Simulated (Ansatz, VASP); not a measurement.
BN: VASP beside Ansatz

Contents of INCAR:

```
SYSTEM = BN
ALGO     = Normal         ! electronic algorithm
EDIFF    = 1E-7           ! SCF threshold, eV
ENCUT    = 520            ! plane-wave cutoff, eV
GGA      = PE             ! functional
ISIF     = 2              ! what is computed and relaxed
ISMEAR   = 0              ! smearing method
LASPH    = .True.         ! aspherical terms in the spheres
LCHARG   = .False.        ! write CHGCAR
LREAL    = .False.        ! projectors in reciprocal space
LWAVE    = .False.        ! write WAVECAR
NBANDS   = 16             ! bands
NELM     = 100            ! most SCF steps
PREC     = Accurate       ! precision mode
SIGMA    = 0.01           ! smearing width, eV
```

File KPOINTS:

```
k-points
0
Gamma
  12 12 6
  0 0 0
```

File POSCAR:

```
BN
1.0
    2.5360000000      0.0000000000      0.0000000000
   -1.2680000000      2.1962404200      0.0000000000
    0.0000000000      0.0000000000      4.1990000000
B N
2 2
Direct
    0.6666666667      0.3333333333      0.0000000000
    0.3333333333      0.6666666667      0.5000000000
    0.6666666667      0.3333333333      0.3750000000
    0.3333333333      0.6666666667      0.8750000000
```

Input for Ansatz:

```yaml
crystal:
  lattice:
    - [2.536, 0.0, 0.0]
    - [-1.268, 2.19624042, 0.0]
    - [0.0, 0.0, 4.199]
  atoms:
    - { symbol: B, position: [0.6666666666666666, 0.3333333333333333, 0.0] }
    - { symbol: B, position: [0.3333333333333333, 0.6666666666666666, 0.5] }
    - { symbol: "N", position: [0.6666666666666666, 0.3333333333333333, 0.375] }
    - { symbol: "N", position: [0.3333333333333333, 0.6666666666666666, 0.875] }
kpoints:
  mp_grid:
    grid: [12, 12, 6]
hamiltonian:
  xc: pbe
  pseudopotentials:
    kind: all_electron
    lapw: {}
scf:
  convergence:
    dr2_threshold: 1.0e-10
  occupations:
    method: fixed
output:
  forces: true
  stress: true
  eigenvalues: true
```

Alike in both runs: task single point; functional PBE; k mesh 12 × 12 × 6; no spin polarisation.

|  | VASP | Ansatz |
| --- | --- | --- |
| version | VASP 6.6.1 | Ansatz 0.2.0 |
| potentials or method | VASP PAW PBE potentials, release 64 (B, N), cutoff 520 eV | all-electron (LAPW or listed datasets) |
| occupations | gaussian, width 0.01 eV | fixed |

|  | VASP | Ansatz | Ansatz less VASP |
| --- | --- | --- | --- |
| gap on the k mesh at the Fermi level (eV) | 5.20 | 5.21 | +0.008 |
| pressure (GPa) | 8.3 | 8.0 | -0.30 |
| traceless stress, the component that is largest in VASP (GPa) | -0.81 | -0.77 | +0.045 |
| rms of the force components (eV/Å) | 0.033 | 0.032 | -0.0017 |

Atom by atom the forces differ by 0.002 eV/Å (rms over components). Ansatz ran all-electron here, and VASP with PAW potentials.
